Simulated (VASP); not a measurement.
Here is a VASP 6.6.1 calculation.

The input INCAR:

```
SYSTEM = Sc
ALGO = Normal ; EDIFF = 1E-6
EDIFFG = -0.01 ; ENCUT = 600
IBRION = 2 ; ISIF = 8
ISMEAR = -1 ; LASPH = .True.
LCHARG = .False. ; LREAL = .False.
LWAVE = .False. ; NELM = 100
NSW = 80 ; PREC = Accurate
SIGMA = 0.1
```

File KPOINTS:

```
k-points
0
Gamma
  4 4 4
  0 0 0
```

File POSCAR:

```
Sc
1.0
    4.6400000000      0.0000000000      0.0000000000
    0.0000000000      4.6400000000      0.0000000000
    0.0000000000      0.0000000000      4.6400000000
Sc
4
Direct
    0.0000000000      0.0000000000      0.0000000000
    0.0000000000      0.5000000000      0.5000000000
    0.5000000000      0.0000000000      0.5000000000
    0.5000000000      0.5000000000      0.0000000000
```

Potentials or basis: VASP PAW LDA potentials, release 64 (Sc_sv).

The run is started by

```console
$ cat potpaw_LDA.64/Sc_sv/POTCAR > POTCAR
$ mpirun -np 1 vasp_std > vasp.out
```

(1) Predict the relaxed volume.

(2) Predict the space group after relaxing (to 0.05 Å).

(3) Estimate the band gap on the k mesh.

Answers

(1) 22.53 Å³/atom.

(2) Fm-3m (No. 225).

(3) zero (band 22 reaches 4.58 eV, above the bottom of band 23 at 3.26 eV).
